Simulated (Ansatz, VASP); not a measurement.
# Two plane-wave programs on ReP

INCAR

```
PREC     = Accurate       # precision mode
ENCUT    = 520            # plane-wave cutoff, eV
EDIFF    = 1E-6           # SCF threshold, eV
ISMEAR   = 0              # smearing method
SIGMA    = 0.05           # smearing width, eV
LREAL    = False          # projectors in reciprocal space
LASPH    = True           # aspherical terms in the spheres
NELM     = 80             # most SCF steps
ALGO     = Normal         # electronic algorithm
ISIF     = 2              # what is computed and relaxed
LWAVE    = False          # write WAVECAR
LCHARG   = True           # write CHGCAR
GGA      = PE             # functional
LELF     = True           # ELF
LVHAR    = True         
NBANDS   = 13             # bands
```

Contents of KPOINTS:

```
Automatic mesh
0
Gamma
  12 12 12
```

Contents of POSCAR:

```
ReP
1.0
    0.0000000000      2.4120646174      2.4120646174
    2.4120646174      0.0000000000      2.4120646174
    2.4120646174      2.4120646174      0.0000000000
Re P
1 1
Direct
    0.5000000000      0.5000000000      0.5000000000
    0.0000000000      0.0000000000      0.0000000000
```

Input for Ansatz:

```yaml
crystal:
  lattice:
    - [0.0, 2.4120646174, 2.4120646174]
    - [2.4120646174, 0.0, 2.4120646174]
    - [2.4120646174, 2.4120646174, 0.0]
  atoms:
    - { symbol: Re, position: [0.5, 0.5, 0.5] }
    - { symbol: P, position: [0.0, 0.0, 0.0] }
basis:
  ecutwfc: 420
  ecutrho_ratio: 4
kpoints:
  mp_grid: { grid: [12, 12, 12] }
hamiltonian:
  xc: pbe
scf:
  occupations: { method: gaussian, width: 0.05 }
output:
  forces: true
  stress: true
  eigenvalues: true
```

Alike in both runs: task single point; functional PBE; k mesh 12 × 12 × 12; occupations gaussian, width 0.05 eV; no spin polarisation.

```csv
,VASP,Ansatz
version,VASP 6.6.1,Ansatz 0.2.0
potentials or method,"VASP PAW PBE potentials, release 64 (Re, P), cutoff 520 eV","scalar-relativistic, plane waves, PAW"
valence electrons in the cell,12,20
```

Ansatz gave:

| Item | Value |
| --- | --- |
| gap on the k mesh at the Fermi level (eV) | none |
| pressure (GPa) | 14.0 |

Question: Estimate VASP's values.

Answer: gap on the k mesh at the Fermi level (eV): none; pressure (GPa): 15.3.

A gap of «none» marks a metal or a gap that the smearing closes. VASP's potentials hold 12 valence electrons a cell and Ansatz's 20, so a difference there can come from the potentials and not from the codes.

Neither program's run includes spin-orbit coupling.
